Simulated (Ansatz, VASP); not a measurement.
# One calculation of B, two programs

```
CELL_PARAMETERS angstrom
1.78104 0.00000 0.00000
-0.89052 1.54242 0.00000
0.00000 0.00000 9.51139
ATOMIC_POSITIONS crystal
B 0.33333 0.66667 0.25000
B 0.66667 0.33333 0.75000
```

Alike in both runs: task single point; functional PBE; k mesh 34 × 34 × 6; occupations fermi-dirac, width 0.1 eV; no spin polarisation.

```csv
,VASP,Ansatz
version,VASP 6.6.1,Ansatz 0.2.0
potentials or method,"VASP PAW PBE potentials, release 64 (B), cutoff 520 eV","plane waves (420 eV) with PAW, scalar-relativistic"
valence electrons in the cell,6,6
```

VASP gave:

- pressure (GPa): -14.0
- traceless stress, the component that is largest in VASP (GPa): 13.88

Question: Which values does Ansatz return?

Answer: Pressure (GPa): -14.0; traceless stress, the component that is largest in VASP (GPa): 13.86.
